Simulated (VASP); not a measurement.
# CdHg2Te3 (I4/mmm) in VASP: single point with PBE

Aim: the single point of CdHg2Te3 with PBE.

Everything below comes from runs of VASP 6.6.1. Logs are shortened: lines on timing, memory, paths and dates and some standing lists are left out, and cuts for length are marked.

**1. The cell of the first run**

It takes space group I4/mmm (No. 139, tetragonal). Conventional cell: a = 4.409 Å, b = 4.409 Å, c = 18.704 Å, α = 90.00°, β = 90.00°, γ = 90.00°. Cd (site symmetry 4/mmm) has 6 Te at 3.12 Å within 4.1 Å. Within 4.1 Å of Hg (site symmetry 4mm) lie 6 Te at 3.12 Å. Within 4.1 Å of Te (site symmetry 4mm) lie 5 Hg at 3.12 Å and 1 Cd at 3.12 Å. Within 4.1 Å of Te (site symmetry 4/mmm) lie 4 Cd at 3.12 Å and 2 Hg at 3.12 Å.

**2. Single point, PBE**

Input file INCAR:

```
SYSTEM = CdHg2Te3
  ALGO = Normal
  EDIFF = 1E-6
  ENCUT = 520
  GGA = PE
  ISIF = 2
  ISMEAR = 0
  LASPH = .True.
  LCHARG = .True.
  LELF = .True.
  LREAL = .False.
  LVHAR = .True.
  LWAVE = .False.
  NBANDS = 36
  NELM = 100
  PREC = Accurate
  SIGMA = 0.1
```

Input file KPOINTS:

```
k-points
0
Gamma
  6 6 6
  0 0 0
```

Input file POSCAR:

```
CdHg2Te3
1.0
   -2.2043339200      2.2043339200      9.3521967900
    2.2043339200     -2.2043339200      9.3521967900
    2.2043339200      2.2043339200     -9.3521967900
Cd Hg Te
1 2 3
Direct
    0.5000000000      0.5000000000      0.0000000000
    0.8333333300      0.8333333300      0.0000000000
    0.1666666700      0.1666666700      0.0000000000
    0.6666666700      0.6666666700      0.0000000000
    0.0000000000      0.0000000000      0.0000000000
    0.3333333300      0.3333333300      0.0000000000
```

Potentials or basis: VASP PAW PBE potentials, release 64 (Cd, Hg, Te).

Run with:

```console
cat potpaw_PBE.64/Cd/POTCAR potpaw_PBE.64/Hg/POTCAR potpaw_PBE.64/Te/POTCAR > POTCAR
mpirun -np 1 vasp_std > vasp.out
```

OUTCAR:

```text
SYSTEM = CdHg2Te3
   EDIFF = 1E-6
   ENCUT = 520
   GGA = PE
   ISIF = 2
   ISMEAR = 0
   LASPH = .True.
   LREAL = .False.
   NELM = 100
   PREC = Accurate

 ion  position               nearest neighbor table
   1  0.500  0.500  0.000-   5 3.12   5 3.12   5 3.12   5 3.12   6 3.12   4 3.12
   2  0.833  0.833  0.000-   4 3.12   6 3.12   6 3.12   6 3.12   6 3.12   5 3.12
   3  0.167  0.167  0.000-   6 3.12   4 3.12   4 3.12   4 3.12   4 3.12   5 3.12
   4  0.667  0.667  0.000-   2 3.12   3 3.12   3 3.12   3 3.12   3 3.12   1 3.12
   5  0.000  0.000  0.000-   1 3.12   1 3.12   1 3.12   1 3.12   3 3.12   2 3.12
   6  0.333  0.333  0.000-   3 3.12   2 3.12   2 3.12   2 3.12   2 3.12   1 3.12

  LATTYP: Found a body centered tetragonal cell.
 ALAT       =     4.4086678400
 C/A-ratio  =     4.2426406930

  Lattice vectors:

 A1 = (  -2.2043339200,   2.2043339200,   9.3521967900)
 A2 = (   2.2043339200,  -2.2043339200,   9.3521967900)
 A3 = (   2.2043339200,   2.2043339200,  -9.3521967900)

Analysis of symmetry for initial positions (statically):
=====================================================================
 Subroutine PRICEL returns:
 Original cell was already a primitive cell.

 Routine SETGRP: Setting up the symmetry group for a
 body centered tetragonal supercell.

 Subroutine GETGRP returns: Found 16 space group operations
 (whereof 16 operations were pure point group operations)
 out of a pool of 16 trial point group operations.

The static configuration has the point symmetry D_4h.

Analysis of symmetry for dynamics (positions and initial velocities):
=====================================================================
 Subroutine PRICEL returns:
 Original cell was already a primitive cell.

 Routine SETGRP: Setting up the symmetry group for a
 body centered tetragonal supercell.

 Subroutine GETGRP returns: Found 16 space group operations
 (whereof 16 operations were pure point group operations)
 out of a pool of 16 trial point group operations.

The dynamic configuration has the point symmetry D_4h.

 Subroutine INISYM returns: Found 16 space group operations
 (whereof 16 operations are pure point group operations),
 and found     1 'primitive' translations

----------------------------------------------------------------------------------------

                                     Primitive cell

  volume of cell :     181.7726

  direct lattice vectors                    reciprocal lattice vectors
    -2.204333920  2.204333920  9.352196790     0.000000000  0.226825889  0.053463375
     2.204333920 -2.204333920  9.352196790     0.226825889  0.000000000  0.053463375
     2.204333920  2.204333920 -9.352196790     0.226825889  0.226825889  0.000000000

  length of vectors
     9.858080993  9.858080993  9.858080993     0.233041447  0.233041447  0.320780248

  position of ions in fractional coordinates (direct lattice)
     0.500000000  0.500000000  0.000000000
     0.833333330  0.833333330  0.000000000
     0.166666670  0.166666670  0.000000000
     0.666666670  0.666666670  0.000000000
     0.000000000  0.000000000  0.000000000
     0.333333330  0.333333330  0.000000000

  ion indices of the primitive-cell ions
   primitive index   ion index
                 1           1
                 2           2
                 3           3
                 4           4
                 5           5
                 6           6

----------------------------------------------------------------------------------------

 KPOINTS: k-points

Automatic generation of k-mesh.
 Grid dimensions read from file:
 generate k-points for:    6    6    6

 Generating k-lattice:

  Cartesian coordinates                     Fractional coordinates (reciprocal lattice)
     0.000000000  0.037804315  0.008910562     0.166666667  0.000000000  0.000000000
     0.037804315  0.000000000  0.008910562     0.000000000  0.166666667  0.000000000
     0.037804315  0.037804315  0.000000000     0.000000000  0.000000000  0.166666667

  Length of vectors
     0.038840241  0.038840241  0.053463375

  Shift w.r.t. Gamma in fractional coordinates (k-lattice)
     0.000000000  0.000000000  0.000000000

 Subroutine IBZKPT returns following result:
 ===========================================

 Found     30 irreducible k-points:

 Following reciprocal coordinates:
            Coordinates               Weight
  0.000000  0.000000  0.000000      1.000000
  0.166667 -0.000000  0.000000      8.000000
  0.333333 -0.000000  0.000000      8.000000
  0.500000 -0.000000  0.000000      4.000000
  0.166667  0.166667  0.000000      8.000000
  0.333333  0.166667  0.000000     16.000000
[... 16 lines left out ...]
 -0.333333 -0.333333  0.166667      8.000000
 -0.166667 -0.333333  0.166667      8.000000
 [... further k-points ...]
   k-points           NKPTS =     30   k-points in BZ     NKDIM =     30   number of bands    NBANDS=     36
   number of dos      NEDOS =    301   number of ions     NIONS =      6
   total plane-waves  NPLWV = 512000
   dimension x,y,z NGX =    80 NGY =   80 NGZ =   80
   dimension x,y,z NGXF=   160 NGYF=  160 NGZF=  160
   ions per type =               1   2   3
   NGX,Y,Z   is equivalent  to a cutoff of  13.49, 13.49, 13.49 a.u.
   NGXF,Y,Z  is equivalent  to a cutoff of  26.98, 26.98, 26.98 a.u.
 SYSTEM =  CdHg2Te3
   PREC   = accura    normal or accurate (medium, high low for compatibility)
   ISTART =      0    job   : 0-new  1-cont  2-samecut
   ICHARG =      2    charge: 1-file 2-atom 10-const
   ISPIN  =      1    spin polarized calculation?
   LNONCOLLINEAR =      F non collinear calculations
   LSORBIT =      F    spin-orbit coupling
   LASPH  =      T    aspherical Exc in radial PAW
   ENCUT  =  520.0 eV  38.22 Ry    6.18 a.u.  18.33 18.33 18.33*2*pi/ulx,y,z
   NELM   =    100;   NELMIN=  2; NELMDL= -5     # of ELM steps
   EDIFF  = 0.1E-05   stopping-criterion for ELM
   LREAL  =      F    real-space projection
   EDIFFG = 0.1E-04   stopping-criterion for IOM
   NSW    =      0    number of steps for IOM
   IBRION =     -1    ionic relax: 0-MD 1-quasi-New 2-CG
   NFREE  =      0    steps in history (QN), initial steepest desc. (CG)
   ISIF   =      2    stress and relaxation
   ISYM   =      2    0-nonsym 1-usesym 2-fastsym
   POTIM  = 0.5000    time-step for ionic-motion
   TEBEG  =    0.0;   TEEND  =   0.0 temperature during run
   PSTRESS=    0.0 pullay stress
   NELECT =      54.0000    total number of electrons
   NUPDOWN=      -1.0000    fix difference up-down
   EMIN   =  10.00;   EMAX   =-10.00  energy-range for DOS
   EFERMI =   0.00;   METHOD = LEGACY
   ISMEAR =     0;   SIGMA  =   0.10  broadening in eV -4-tet -1-fermi 0-gaus
   EFERMI_NEDOS =   21; number of points for ismear=-14 and -15
   IALGO  =     38    algorithm
   IMIX   =      4    mixing-type and parameters
     AMIX     =   0.40;   BMIX     =  1.00
     AMIX_MAG =   1.60;   BMIX_MAG =  1.00
  volume/ion in A,a.u.               =      30.30       204.44
  Fermi-wavevector in a.u.,A,eV,Ry     =   1.092354  2.064249 16.234970  1.193237
  Thomas-Fermi vector in A             =   2.228618
   LORBIT       =      0    0 simple, 1 ext, 2 COOP (PROOUT), +10 PAW based schemes
   GGA     = PE    functional components
   LHFCALC =     F    Hartree Fock is set to
   AEXX    =    0.0000 exact exchange contribution
   IVDW    =     0    specifies the selected vdW correction
   LEPSILON=     F    determine dielectric tensor
   LRPA    =     F    only Hartree local field effects (RPA)
 non-spin polarized calculation
 Gauss-broadening in eV      SIGMA  =   0.10
  energy-cutoff  :      520.00
  volume of cell :      181.77
 maximum number of plane-waves:      4919
 NGX is ok and might be reduce to    80
   NGX = 37   NGY = 37   NGZ = 37

 number of electron      54.0000003 magnetization

 Free energy of the ion-electron system (eV)
  ---------------------------------------------------
  ext. energy  EPLUGINS =         0.00000000
  ---------------------------------------------------
  free energy    TOTEN  =       -11.11383350 eV

  energy without entropy =      -11.09005893  energy(sigma->0) =      -11.10194622

 E-fermi :   3.5553     XC(G=0):  -9.5159

 val. band max:        3.5351801238   @ k =   0.1667  -0.0000   0.0000
 cond. band min:       3.5580830633   @ k =   0.5000   0.5000   0.3333
 fundamental gap:      0.0229029395
 Fermi energy:         3.5552759572

 k-point     1 :       0.0000    0.0000    0.0000
  band No.  band energies     occupation
      1      -7.9426      2.00000
      2      -7.2929      2.00000
      3      -7.1702      2.00000
      4      -4.5901      2.00000
      5      -4.5786      2.00000
      6      -4.5207      2.00000
[... 28 lines left out ...]
     35      10.9805      0.00000
     36      10.9813      0.00000

 k-point     2 :       0.1667   -0.0000    0.0000
  band No.  band energies     occupation
      1      -7.8003      2.00000
      2      -7.2235      2.00000
      3      -7.0773      2.00000
      4      -4.6099      2.00000
      5      -4.5811      2.00000
      6      -4.5351      2.00000
[... 28 lines left out ...]
     35       9.8182      0.00000
     36       9.9556      0.00000

 k-point     3 :       0.3333   -0.0000    0.0000
  band No.  band energies     occupation
      1      -7.4355      2.00000
      2      -7.0565      2.00000
      3      -6.9274      2.00000
      4      -4.6704      2.00000
      5      -4.6048      2.00000
      6      -4.5648      2.00000
[... 28 lines left out ...]
     35       8.4851      0.00000
     36       9.0907      0.00000

 k-point     4 :       0.5000   -0.0000    0.0000
  band No.  band energies     occupation
      1      -7.0947      2.00000
      2      -7.0468      2.00000
      3      -6.8915      2.00000
      4      -4.6996      2.00000
      5      -4.6514      2.00000
      6      -4.5805      2.00000
[... 28 lines left out ...]
     35       7.6282      0.00000
     36       8.0838      0.00000

 k-point     5 :       0.1667    0.1667    0.0000
  band No.  band energies     occupation
      1      -7.6633      2.00000
      2      -7.1917      2.00000
      3      -7.0084      2.00000
      4      -4.6437      2.00000
      5      -4.5659      2.00000
      6      -4.5378      2.00000
[... 655 lines left out ...]
 k-point    22 :      -0.1667    0.5000    0.1667
  band No.  band energies     occupation
      1      -7.3697      2.00000
      2      -7.1331      2.00000
      3      -6.9356      2.00000
      4      -4.6704      2.00000
      5      -4.6057      2.00000
      6      -4.5636      2.00000
[... 28 lines left out ...]
     35       8.4262      0.00000
     36       8.7484      0.00000

 k-point    23 :      -0.3333   -0.3333    0.1667
  band No.  band energies     occupation
      1      -7.5895      2.00000
      2      -7.3045      2.00000
      3      -6.9912      2.00000
      4      -4.6421      2.00000
      5      -4.5659      2.00000
      6      -4.5371      2.00000
[... 28 lines left out ...]
     35       9.2318      0.00000
     36       9.2386      0.00000

 k-point    24 :      -0.1667   -0.3333    0.1667
  band No.  band energies     occupation
      1      -7.7459      2.00000
      2      -7.3323      2.00000
      3      -7.0424      2.00000
      4      -4.6099      2.00000
      5      -4.5811      2.00000
      6      -4.5350      2.00000
[... 28 lines left out ...]
     35       9.6755      0.00000
     36       9.7047      0.00000

 [... further k-points ...]

------------------------ aborting loop because EDIFF is reached ----------------------------------------

  FORCE on cell =-STRESS in cart. coord.  units (eV):
  Direction    XX          YY          ZZ          XY          YZ          ZX
  --------------------------------------------------------------------------------------
  -------------------------------------------------------------------------------------
  Total       -2.3666109     -2.3666109     -1.7883726      0.0000000     -0.0000000      0.0000000
  in kB      -20.8597472    -20.8597472    -15.7630483      0.0000000     -0.0000000      0.0000000
  external PRESSURE =     -19.1608475 kB  Pullay stress =       0.0000000 kB

 VOLUME and BASIS-vectors are now :
 -----------------------------------------------------------------------------
  energy-cutoff  :      520.00
  volume of cell :      181.77
      direct lattice vectors                 reciprocal lattice vectors
    -2.204333920  2.204333920  9.352196790     0.000000000  0.226825889  0.053463375
     2.204333920 -2.204333920  9.352196790     0.226825889  0.000000000  0.053463375
     2.204333920  2.204333920 -9.352196790     0.226825889  0.226825889  0.000000000

 POSITION                                       TOTAL-FORCE (eV/Angst)
 -----------------------------------------------------------------------------------
      0.00000      0.00000      9.35220         0.000000      0.000000      0.000000
      0.00000      0.00000     15.58699         0.000000      0.000000      0.065133
      0.00000      0.00000      3.11740        -0.000000     -0.000000     -0.065133
      0.00000      0.00000     12.46960         0.000000      0.000000     -0.175836
      0.00000      0.00000      0.00000         0.000000      0.000000      0.000000
      0.00000      0.00000      6.23480        -0.000000     -0.000000      0.175836
 -----------------------------------------------------------------------------------
    total drift:                                0.000000      0.000000      0.000000

  FREE ENERGIE OF THE ION-ELECTRON SYSTEM (eV)
  ---------------------------------------------------
  free  energy   TOTEN  =       -11.1138335032 eV

  energy  without entropy=      -11.0900589276  energy(sigma->0) =      -11.10194622
```

Wall time 8.3 min (1 thread of Intel Xeon 6975P-C (Granite Rapids), shared host); peak memory 1 GiB.

Results:

- Free energy: -11.1138 eV
- Pressure: -1.9 GPa
- Largest force: 0.176 eV/Å
- Band gap on the k mesh: zero (band 27 reaches 3.76 eV, above the bottom of band 28 at 1.60 eV)

Forces in eV/Å, atoms in the order of the input:
```
Cd   0.000  0.000  0.000
Hg   0.000  0.000  0.065
Hg   0.000  0.000 -0.065
Te   0.000  0.000 -0.176
Te   0.000  0.000  0.000
Te   0.000  0.000  0.176
```

Stress tensor (GPa, compression positive):
```
-2.09  0.00  0.00
 0.00 -2.09  0.00
 0.00  0.00 -1.58
```

Caveat: spin-orbit coupling is left out, which moves the levels of the heavy elements.
